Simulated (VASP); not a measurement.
# In3H in VASP: a series of runs

The runs below take In3H through single point, relaxation of cell and atoms, with PBE.

Everything below comes from runs of VASP 6.6.1. Logs are shortened: lines on timing, memory, paths and dates and some standing lists are left out, and cuts for length are marked.

## 1. The cell of the first run

Symmetry: P6/mmm, No. 191, hexagonal system. The conventional cell has a = 6.048 Å, b = 6.048 Å, c = 3.287 Å, α = 90.00°, β = 90.00°, γ = 120.00°. In (site symmetry mmm) has 6 In at 3.02 to 3.29 Å and 2 H at 3.02 Å within 4.0 Å. H (site symmetry 6/mmm) has 6 In at 3.02 Å and 2 H at 3.29 Å within 4.0 Å.

The cell was generated, and may not be a known phase.

## 2. Single point, PBE

INCAR

```
SYSTEM = In3H
  ALGO = Normal
  EDIFF = 1E-7
  ENCUT = 520
  GGA = PE
  ISIF = 2
  ISMEAR = 0
  LASPH = .TRUE.
  LCHARG = .TRUE.
  LELF = .TRUE.
  LREAL = .FALSE.
  LVHAR = .TRUE.
  LWAVE = .FALSE.
  NBANDS = 28
  NELM = 60
  PREC = Accurate
  SIGMA = 0.1
```

KPOINTS

```
k-points
0
G
  3 3 6
  0 0 0
```

POSCAR

```
In3H
1.0
    6.0479133501      0.0000000000      0.0000000000
   -3.0239566750      5.2376466011      0.0000000000
    0.0000000000      0.0000000000      3.2872318503
In H
3 1
Direct
    0.5000000000      0.0000000000      0.0000000000
    0.0000000000      0.5000000000      0.0000000000
    0.5000000000      0.5000000000      0.0000000000
    0.0000000000      0.0000000000      0.0000000000
```

Potentials or basis: VASP PAW PBE potentials, release 64 (In_d, H).

Command:

```bash
cat potpaw_PBE.64/In_d/POTCAR potpaw_PBE.64/H/POTCAR > POTCAR
mpirun -np 1 vasp_std > vasp.out
```

OUTCAR:

```text
SYSTEM = In3H
   EDIFF = 1E-7
   ENCUT = 520
   GGA = PE
   ISIF = 2
   ISMEAR = 0
   LASPH = .TRUE.
   LREAL = .FALSE.
   NELM = 60
   PREC = Accurate

 ion  position               nearest neighbor table
   1  0.500  0.000  0.000-   3 3.02   3 3.02   2 3.02   2 3.02
   2  0.000  0.500  0.000-   3 3.02   3 3.02   1 3.02   1 3.02
   3  0.500  0.500  0.000-   1 3.02   1 3.02   2 3.02   2 3.02
   4  0.000  0.000  0.000-

  LATTYP: Found a hexagonal cell.
 ALAT       =     6.0479133501
 C/A-ratio  =     0.5435315720

  Lattice vectors:

 A1 = (   6.0479133501,   0.0000000000,   0.0000000000)
 A2 = (  -3.0239566750,   5.2376466011,   0.0000000000)
 A3 = (   0.0000000000,   0.0000000000,   3.2872318503)

Analysis of symmetry for initial positions (statically):
=====================================================================
 Subroutine PRICEL returns:
 Original cell was already a primitive cell.

 Routine SETGRP: Setting up the symmetry group for a
 hexagonal supercell.

 Subroutine GETGRP returns: Found 24 space group operations
 (whereof 24 operations were pure point group operations)
 out of a pool of 24 trial point group operations.

The static configuration has the point symmetry D_6h.

Analysis of symmetry for dynamics (positions and initial velocities):
=====================================================================
 Subroutine PRICEL returns:
 Original cell was already a primitive cell.

 Routine SETGRP: Setting up the symmetry group for a
 hexagonal supercell.

 Subroutine GETGRP returns: Found 24 space group operations
 (whereof 24 operations were pure point group operations)
 out of a pool of 24 trial point group operations.

The dynamic configuration has the point symmetry D_6h.

 Subroutine INISYM returns: Found 24 space group operations
 (whereof 24 operations are pure point group operations),
 and found     1 'primitive' translations

----------------------------------------------------------------------------------------

                                     Primitive cell

  volume of cell :     104.1291

  direct lattice vectors                    reciprocal lattice vectors
     6.047913350  0.000000000  0.000000000     0.165346284  0.095462722  0.000000000
    -3.023956675  5.237646601  0.000000000     0.000000000  0.190925443  0.000000000
     0.000000000  0.000000000  3.287231850     0.000000000  0.000000000  0.304207323

  length of vectors
     6.047913350  6.047913350  3.287231850     0.190925443  0.190925443  0.304207323

  position of ions in fractional coordinates (direct lattice)
     0.500000000  0.000000000  0.000000000
     1.000000000  0.500000000  0.000000000
     0.500000000  0.500000000  0.000000000
     0.000000000  0.000000000  0.000000000

  ion indices of the primitive-cell ions
   primitive index   ion index
                 1           1
                 2           2
                 3           3
                 4           4

----------------------------------------------------------------------------------------

 KPOINTS: k-points

Automatic generation of k-mesh.
 Grid dimensions read from file:
 generate k-points for:    3    3    6

 Generating k-lattice:

  Cartesian coordinates                     Fractional coordinates (reciprocal lattice)
     0.055115428  0.031820907  0.000000000     0.333333333 -0.000000000  0.000000000
     0.000000000  0.063641814  0.000000000     0.000000000  0.333333333  0.000000000
     0.000000000  0.000000000  0.050701220     0.000000000  0.000000000  0.166666667

  Length of vectors
     0.063641814  0.063641814  0.050701220

  Shift w.r.t. Gamma in fractional coordinates (k-lattice)
     0.000000000  0.000000000  0.000000000

 Subroutine IBZKPT returns following result:
 ===========================================

 Found     12 irreducible k-points:

 Following reciprocal coordinates:
            Coordinates               Weight
  0.000000  0.000000  0.000000      1.000000
  0.333333  0.000000  0.000000      6.000000
  0.333333  0.333333  0.000000      2.000000
  0.000000  0.000000  0.166667      2.000000
  0.333333  0.000000  0.166667     12.000000
  0.333333  0.333333  0.166667      4.000000
  0.000000  0.000000  0.333333      2.000000
  0.333333  0.000000  0.333333     12.000000
  0.333333  0.333333  0.333333      4.000000
  0.000000  0.000000  0.500000      1.000000
  0.333333  0.000000  0.500000      6.000000
  0.333333  0.333333  0.500000      2.000000
   k-points           NKPTS =     12   k-points in BZ     NKDIM =     12   number of bands    NBANDS=     28
   number of dos      NEDOS =    301   number of ions     NIONS =      4
   total plane-waves  NPLWV =  55296
   dimension x,y,z NGX =    48 NGY =   48 NGZ =   24
   dimension x,y,z NGXF=    96 NGYF=   96 NGZF=   48
   ions per type =               3   1
   NGX,Y,Z   is equivalent  to a cutoff of  13.19, 13.19, 12.14 a.u.
   NGXF,Y,Z  is equivalent  to a cutoff of  26.39, 26.39, 24.28 a.u.
 SYSTEM =  In3H
   PREC   = accura    normal or accurate (medium, high low for compatibility)
   ISTART =      0    job   : 0-new  1-cont  2-samecut
   ICHARG =      2    charge: 1-file 2-atom 10-const
   ISPIN  =      1    spin polarized calculation?
   LNONCOLLINEAR =      F non collinear calculations
   LSORBIT =      F    spin-orbit coupling
   LASPH  =      T    aspherical Exc in radial PAW
   ENCUT  =  520.0 eV  38.22 Ry    6.18 a.u.  11.25 11.25  6.11*2*pi/ulx,y,z
   NELM   =     60;   NELMIN=  2; NELMDL= -5     # of ELM steps
   EDIFF  = 0.1E-06   stopping-criterion for ELM
   LREAL  =      F    real-space projection
   EDIFFG = 0.1E-05   stopping-criterion for IOM
   NSW    =      0    number of steps for IOM
   IBRION =     -1    ionic relax: 0-MD 1-quasi-New 2-CG
   NFREE  =      0    steps in history (QN), initial steepest desc. (CG)
   ISIF   =      2    stress and relaxation
   ISYM   =      2    0-nonsym 1-usesym 2-fastsym
   POTIM  = 0.5000    time-step for ionic-motion
   TEBEG  =    0.0;   TEEND  =   0.0 temperature during run
   PSTRESS=    0.0 pullay stress
   NELECT =      40.0000    total number of electrons
   NUPDOWN=      -1.0000    fix difference up-down
   EMIN   =  10.00;   EMAX   =-10.00  energy-range for DOS
   EFERMI =   0.00;   METHOD = LEGACY
   ISMEAR =     0;   SIGMA  =   0.10  broadening in eV -4-tet -1-fermi 0-gaus
   EFERMI_NEDOS =   21; number of points for ismear=-14 and -15
   IALGO  =     38    algorithm
   IMIX   =      4    mixing-type and parameters
     AMIX     =   0.40;   BMIX     =  1.00
     AMIX_MAG =   1.60;   BMIX_MAG =  1.00
  volume/ion in A,a.u.               =      26.03       175.67
  Fermi-wavevector in a.u.,A,eV,Ry     =   1.190065  2.248897 19.269325  1.416255
  Thomas-Fermi vector in A             =   2.326158
   LORBIT       =      0    0 simple, 1 ext, 2 COOP (PROOUT), +10 PAW based schemes
   GGA     = PE    functional components
   LHFCALC =     F    Hartree Fock is set to
   AEXX    =    0.0000 exact exchange contribution
   IVDW    =     0    specifies the selected vdW correction
   LEPSILON=     F    determine dielectric tensor
   LRPA    =     F    only Hartree local field effects (RPA)
 non-spin polarized calculation
 Gauss-broadening in eV      SIGMA  =   0.10
  energy-cutoff  :      520.00
  volume of cell :      104.13
 maximum number of plane-waves:      2821
 NGX is ok and might be reduce to    48
   NGX = 23   NGY = 23   NGZ = 13

 number of electron      39.9999979 magnetization

 Free energy of the ion-electron system (eV)
  ---------------------------------------------------
  ext. energy  EPLUGINS =         0.00000000
  ---------------------------------------------------
  free energy    TOTEN  =        -8.98181613 eV

  energy without entropy =       -8.96756350  energy(sigma->0) =       -8.97468981

 E-fermi :   4.7984     XC(G=0):  -9.0203

 val. band max:        4.7878148675   @ k =   0.3333   0.0000   0.1667
 cond. band min:       4.9424412163   @ k =   0.0000   0.0000   0.3333
 fundamental gap:      0.1546263488
 Fermi energy:         4.7983604151

 k-point     1 :       0.0000    0.0000    0.0000
  band No.  band energies     occupation
      1     -10.4559      2.00000
      2     -10.3214      2.00000
      3     -10.3214      2.00000
      4     -10.1380      2.00000
      5     -10.0285      2.00000
      6      -9.9648      2.00000
[... 20 lines left out ...]
     27      13.3080      0.00000
     28      14.2784      0.00000

 k-point     2 :       0.3333    0.0000    0.0000
  band No.  band energies     occupation
      1     -10.3673      2.00000
      2     -10.2478      2.00000
      3     -10.1688      2.00000
      4     -10.0951      2.00000
      5     -10.0248      2.00000
      6      -9.9802      2.00000
[... 20 lines left out ...]
     27      13.1914      0.00000
     28      13.5684      0.00000

 k-point     3 :       0.3333    0.3333    0.0000
  band No.  band energies     occupation
      1     -10.2112      2.00000
      2     -10.2112      2.00000
      3     -10.2097      2.00000
      4     -10.0360      2.00000
      5     -10.0196      2.00000
      6     -10.0196      2.00000
[... 20 lines left out ...]
     27      11.7372      0.00000
     28      12.9611      0.00000

 k-point     4 :       0.0000    0.0000    0.1667
  band No.  band energies     occupation
      1     -10.4305      2.00000
      2     -10.3068      2.00000
      3     -10.3068      2.00000
      4     -10.0856      2.00000
      5     -10.0772      2.00000
      6      -9.9552      2.00000
[... 20 lines left out ...]
     27      13.1080      0.00000
     28      13.1776      0.00000

 k-point     5 :       0.3333    0.0000    0.1667
  band No.  band energies     occupation
      1     -10.3411      2.00000
      2     -10.2267      2.00000
      3     -10.1459      2.00000
      4     -10.0471      2.00000
      5     -10.0258      2.00000
      6      -9.9532      2.00000
[... 20 lines left out ...]
     27      11.3629      0.00000
     28      12.8376      0.00000

 k-point     6 :       0.3333    0.3333    0.1667
  band No.  band energies     occupation
      1     -10.2046      2.00000
      2     -10.1620      2.00000
      3     -10.1620      2.00000
      4      -9.9988      2.00000
      5      -9.9988      2.00000
      6      -9.9544      2.00000
[... 20 lines left out ...]
     27      10.6073      0.00000
     28      10.6461      0.00000

 k-point     7 :       0.0000    0.0000    0.3333
  band No.  band energies     occupation
      1     -10.3916      2.00000
      2     -10.2845      2.00000
      3     -10.2845      2.00000
      4     -10.1719      2.00000
      5     -10.0293      2.00000
      6     -10.0293      2.00000
[... 20 lines left out ...]
     27      11.6985      0.00000
     28      11.8173      0.00000

 k-point     8 :       0.3333    0.0000    0.3333
  band No.  band energies     occupation
      1     -10.3053      2.00000
      2     -10.1991      2.00000
      3     -10.1191      2.00000
      4     -10.1123      2.00000
      5     -10.0118      2.00000
      6      -9.9817      2.00000
[... 20 lines left out ...]
     27      10.7775      0.00000
     28      11.1511      0.00000

 k-point     9 :       0.3333    0.3333    0.3333
  band No.  band energies     occupation
      1     -10.1940      2.00000
      2     -10.1017      2.00000
      3     -10.1017      2.00000
      4     -10.0294      2.00000
      5     -10.0294      2.00000
      6      -9.9902      2.00000
[... 20 lines left out ...]
     27      11.2986      0.00000
     28      11.6420      0.00000

 k-point    10 :       0.0000    0.0000    0.5000
  band No.  band energies     occupation
      1     -10.3762      2.00000
      2     -10.2753      2.00000
      3     -10.2753      2.00000
      4     -10.2179      2.00000
      5     -10.0656      2.00000
      6     -10.0656      2.00000
[... 20 lines left out ...]
     27      10.4190      0.00000
     28      10.4190      0.00000

 k-point    11 :       0.3333    0.0000    0.5000
  band No.  band energies     occupation
      1     -10.2922      2.00000
      2     -10.1886      2.00000
      3     -10.1543      2.00000
      4     -10.1096      2.00000
      5     -10.0474      2.00000
      6     -10.0150      2.00000
[... 20 lines left out ...]
     27      11.0091      0.00000
     28      11.6419      0.00000

 k-point    12 :       0.3333    0.3333    0.5000
  band No.  band energies     occupation
      1     -10.1886      2.00000
      2     -10.0849      2.00000
      3     -10.0849      2.00000
      4     -10.0647      2.00000
      5     -10.0647      2.00000
      6     -10.0245      2.00000
[... 20 lines left out ...]
     27      11.3220      0.00000
     28      11.3220      0.00000

------------------------ aborting loop because EDIFF is reached ----------------------------------------

  FORCE on cell =-STRESS in cart. coord.  units (eV):
  Direction    XX          YY          ZZ          XY          YZ          ZX
  --------------------------------------------------------------------------------------
  -------------------------------------------------------------------------------------
  Total        0.1385482      0.1385482     -0.2178409      0.0000000     -0.0000000      0.0000000
  in kB        2.1317658      2.1317658     -3.3517989      0.0000000     -0.0000000      0.0000000
  external PRESSURE =       0.3039109 kB  Pullay stress =       0.0000000 kB

 VOLUME and BASIS-vectors are now :
 -----------------------------------------------------------------------------
  energy-cutoff  :      520.00
  volume of cell :      104.13
      direct lattice vectors                 reciprocal lattice vectors
     6.047913350  0.000000000  0.000000000     0.165346284  0.095462722  0.000000000
    -3.023956675  5.237646601  0.000000000     0.000000000  0.190925443  0.000000000
     0.000000000  0.000000000  3.287231850     0.000000000  0.000000000  0.304207323

 POSITION                                       TOTAL-FORCE (eV/Angst)
 -----------------------------------------------------------------------------------
      3.02396      0.00000      0.00000         0.000000      0.000000      0.000000
     -1.51198      2.61882      0.00000         0.000000      0.000000      0.000000
      1.51198      2.61882      0.00000        -0.000000      0.000000      0.000000
      0.00000      0.00000      0.00000        -0.000000      0.000000      0.000000
 -----------------------------------------------------------------------------------
    total drift:                               -0.000000      0.000000      0.000000

  FREE ENERGIE OF THE ION-ELECTRON SYSTEM (eV)
  ---------------------------------------------------
  free  energy   TOTEN  =        -8.9818161253 eV

  energy  without entropy=       -8.9675634969  energy(sigma->0) =       -8.97468981
```

Wall time 19 s (1 thread of Intel Xeon 6975P-C (Granite Rapids), shared host); peak memory 0.22 GiB.

Results:

| Quantity | Value |
| --- | --- |
| Free energy | -8.9818 eV |
| Pressure | 0.0 GPa |
| Band gap on the k mesh | zero (bands 20 and 21 overlap by 1.74 eV) |

Stress tensor (GPa, compression positive):
```
 0.21  0.00  0.00
 0.00  0.21  0.00
 0.00  0.00 -0.34
```

Levels at points of the mesh, in eV from the Fermi level:
| k point | band 17 | band 18 | band 19 | band 20 | band 21 | band 22 | band 23 | band 24 |
| --- | --- | --- | --- | --- | --- | --- | --- | --- |
| (0.00, 0.00, 0.00) | -3.55 | -3.55 | -3.40 | -1.45 | -1.21 | -1.21 | 5.34 | 7.88 |
| (0.00, 0.00, 0.50) | -3.20 | -1.47 | -0.61 | -0.61 | -0.32 | 0.76 | 0.76 | 0.87 |

Caveat: the k points lie up to 0.40 Å⁻¹ apart, too coarse for converged energies and pressures of a metal; spin-orbit coupling is left out, which moves the levels of the heavy elements.

## 3. Single point, PBE

This run uses another cell than the first one, of 24.47 Å³/atom.

INCAR

```
PREC = Accurate
ENCUT = 520
EDIFF = 1E-6
ISMEAR = 0
SIGMA = 0.1
LREAL = F
LASPH = T
NELM = 80
ALGO = Normal
ISIF = 2
LWAVE = F
LCHARG = F
GGA = PE
NBANDS = 28
```

KPOINTS

```
Automatic mesh
0
Gamma
  6 6 4
```

POSCAR

```
In3H
1.0
    6.1004630048      0.0000000000      0.0000000000
   -3.0502315024      5.2831559370      0.0000000000
    0.0000000000      0.0000000000      3.0365508404
In H
3 1
Direct
    0.5000000000      0.0000000000      0.3068628583
    0.0000000000      0.5000000000      0.3068628583
    0.5000000000      0.5000000000      0.3068628583
    0.0000000000      0.0000000000      0.3073482279
```

Potentials or basis: VASP PAW PBE potentials, release 64 (In_d, H).

Command:

```bash
cat potpaw_PBE.64/In_d/POTCAR potpaw_PBE.64/H/POTCAR > POTCAR
mpirun -np 1 vasp_std > vasp.out
```

Run time: 25 s. Hardware: 1 thread of Intel Xeon 6975P-C (Granite Rapids), shared host; peak memory 0.23 GiB.

Results (log left out):

```
Free energy            : -9.1594 eV
Pressure               : 0.3 GPa
Band gap on the k mesh : zero (bands 20 and 21 overlap by 2.33 eV)
```

Stress tensor (GPa, compression positive):
```
0.28 0.00 0.00
0.00 0.28 0.00
0.00 0.00 0.20
```

Levels at points of the mesh, in eV from the Fermi level:
| k point | band 17 | band 18 | band 19 | band 20 | band 21 | band 22 | band 23 | band 24 |
| --- | --- | --- | --- | --- | --- | --- | --- | --- |
| (0.00, 0.00, 0.00) | -4.09 | -4.09 | -3.73 | -1.83 | -1.56 | -1.56 | 7.21 | 7.35 |
| (0.50, 0.00, 0.00) | -7.32 | -4.73 | -3.53 | 0.05 | 1.92 | 1.96 | 2.27 | 3.46 |
| (0.00, 0.00, 0.50) | -3.44 | -1.05 | -0.27 | -0.05 | -0.05 | 0.29 | 0.29 | 1.27 |
| (0.50, 0.00, 0.50) | -3.94 | -2.51 | -1.54 | -1.38 | -0.98 | 0.14 | 2.43 | 4.14 |

Caveat: the k points lie up to 0.52 Å⁻¹ apart, too coarse for converged energies and pressures of a metal; spin-orbit coupling is left out, which moves the levels of the heavy elements.

[end of part 1 of 2]

The gap in the log of VASP goes by the Fermi energy; the results here count the filled bands.